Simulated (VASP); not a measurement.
Crystal: NbSi.

```
Nb Si
1.0
     0.00000    2.57383    2.57383
     2.57383    0.00000    2.57383
     2.57383    2.57383    0.00000
Nb Si
1 1
Direct
  0.00000 0.00000 0.00000
  0.50000 0.50000 0.50000
```

| Quantity | Value |
| --- | --- |
| Program | VASP 6.6.1 |
| Task | relaxation of cell and atoms |
| Functional | PBEsol |
| Dispersion | D3(BJ) |
| Potentials or basis | VASP PAW PBE potentials, release 64 (Nb_sv, Si) |
| Cutoff | 600 eV |
| k mesh | 9 × 9 × 9 |
| Occupations | fermi-dirac, width 0.05 eV |
| Spin | no spin polarisation |

At the start: pressure -9.6 GPa; volume 17.05 Å³/atom.

Q: Where does the relaxation end?

A: Over 4 steps the energy falls by 32.6 meV/atom and the volume is 16.01 Å³/atom (-6.1 %); space group Fm-3m (No. 225, to 0.1 Å) before and after.

Step by step:
```tsv
step	energy change (eV)	largest force (eV/Å)	pressure (GPa)	volume (Å³)
1	0.0000	0.0000	-9.59	34.10
2	0.0755	0.0000	17.88	29.31
3	-0.0652	0.0000	-0.24	32.07
4	-0.0653	0.0000	-0.02	32.02
```

Final structure:
```
Nb Si
1.0
     0.00000    2.52047    2.52047
     2.52047    0.00000    2.52047
     2.52047    2.52047    0.00000
Nb Si
1 1
Direct
  0.00000 0.00000 0.00000
  0.50000 0.50000 0.50000
```

Caveat: the PAW data sets were made with another functional, which shifts forces and pressure a little.
